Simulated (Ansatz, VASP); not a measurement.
One calculation of In2O3, two programs

Contents of POSCAR:

```
In2O3
1.0
    2.7435000000      1.5839604635      4.8366666667
   -2.7435000000      1.5839604635      4.8366666667
    0.0000000000     -3.1679209270      4.8366666667
In O
4 6
Direct
    0.8573100000      0.8573100000      0.8573100000
    0.6426900000      0.6426900000      0.6426900000
    0.1426900000      0.1426900000      0.1426900000
    0.3573100000      0.3573100000      0.3573100000
    0.0480000000      0.7500000000      0.4520000000
    0.7500000000      0.4520000000      0.0480000000
    0.4520000000      0.0480000000      0.7500000000
    0.9520000000      0.2500000000      0.5480000000
    0.2500000000      0.5480000000      0.9520000000
    0.5480000000      0.9520000000      0.2500000000
```

The input INCAR.step1:

```
PREC = Accurate
ENCUT = 520
ISMEAR = -1
SIGMA = 0.05
LREAL = F
LASPH = T
NELM = 100
NBANDS = 55
GGA = PE
ALGO = Normal
EDIFF = 1E-4
LWAVE = T
LCHARG = F
```

File INCAR.step2:

```
PREC = Accurate
ENCUT = 520
EDIFF = 1E-6
ISMEAR = -1
SIGMA = 0.05
LREAL = F
LASPH = T
NELM = 100
ALGO = Normal
ISIF = 2
LWAVE = F
LCHARG = F
METAGGA = R2SCAN
LMIXTAU = T
NBANDS = 55
ISTART = 1
```

Contents of KPOINTS:

```
Automatic mesh
0
Gamma
  6 6 6
```

File input.yaml:

```yaml
crystal:
  lattice:
    - [2.7435, 1.5839604635, 4.8366666667]
    - [-2.7435, 1.5839604635, 4.8366666667]
    - [0.0, -3.167920927, 4.8366666667]
  atoms:
    - { symbol: In, position: [0.85731, 0.85731, 0.85731] }
    - { symbol: In, position: [0.64269, 0.64269, 0.64269] }
    - { symbol: In, position: [0.14269, 0.14269, 0.14269] }
    - { symbol: In, position: [0.35731, 0.35731, 0.35731] }
    - { symbol: O, position: [0.048, 0.75, 0.452] }
    - { symbol: O, position: [0.75, 0.452, 0.048] }
    - { symbol: O, position: [0.452, 0.048, 0.75] }
    - { symbol: O, position: [0.952, 0.25, 0.548] }
    - { symbol: O, position: [0.25, 0.548, 0.952] }
    - { symbol: O, position: [0.548, 0.952, 0.25] }
hamiltonian:
  xc: r2scan
  pseudopotentials: { kind: paw }
kpoints:
  mp_grid: { grid: [6, 6, 6] }
  band_path:
    path:
      - [[0.0, 0.0, 0.0], [0.5, 0.0, 0.0], [0.5, 0.2381665116, -0.2381665116]]
      - [[0.7618334884, 0.5, 0.2381665116], [0.5, 0.5, 0.5], [0.0, 0.0, 0.0], [0.3690832558, 0.0, -0.3690832558]]
      - [[0.6309167442, 0.3690832558, 0.0], [0.5, 0.5, 0.0], [0.6309167442, 0.6309167442, 0.2381665116], [0.5, 0.5, 0.5]]
      - [[0.5, 0.0, 0.0], [0.7618334884, 0.3690832558, 0.3690832558]]
    npoints: 10
scf:
  occupations: { method: fermi_dirac, width: 0.05 }
  n_extra_bands: 25
output:
  forces: true
  stress: true
  eigenvalues: true
  fatbands: false
```

Alike in both runs: functional r2SCAN; k mesh 6 × 6 × 6; occupations fermi-dirac, width 0.05 eV; no spin polarisation.

|  | VASP | Ansatz |
| --- | --- | --- |
| version | VASP 6.6.1 | Ansatz 0.2.0 |
| potentials or method | VASP PAW PBE potentials, release 64 (In_d, O) | Ansatz PAW |
| plane-wave cutoff (eV) | 520 | 500 |
| valence electrons in the cell | 88 | 88 |
| task | single point | band structure |

|  | VASP | Ansatz | Ansatz less VASP |
| --- | --- | --- | --- |
| gap on the k mesh at the Fermi level (eV) | 1.90 | 1.89 | -0.010 |
| least direct gap on the mesh (eV) | 1.92 | 1.91 | -0.010 |
| pressure (GPa) | 3.2 | 2.1 | -1.12 |
| traceless stress, the component that is largest in VASP (GPa) | -0.61 | -0.51 | +0.108 |
| rms of the force components (eV/Å) | 0.062 | 0.066 | +0.0038 |

VASP's potentials were made for PBE, not for r2SCAN. Atom by atom the forces differ by 0.007 eV/Å (rms over components). With one functional, cell and mesh, what is left measures potentials, basis and numerics.
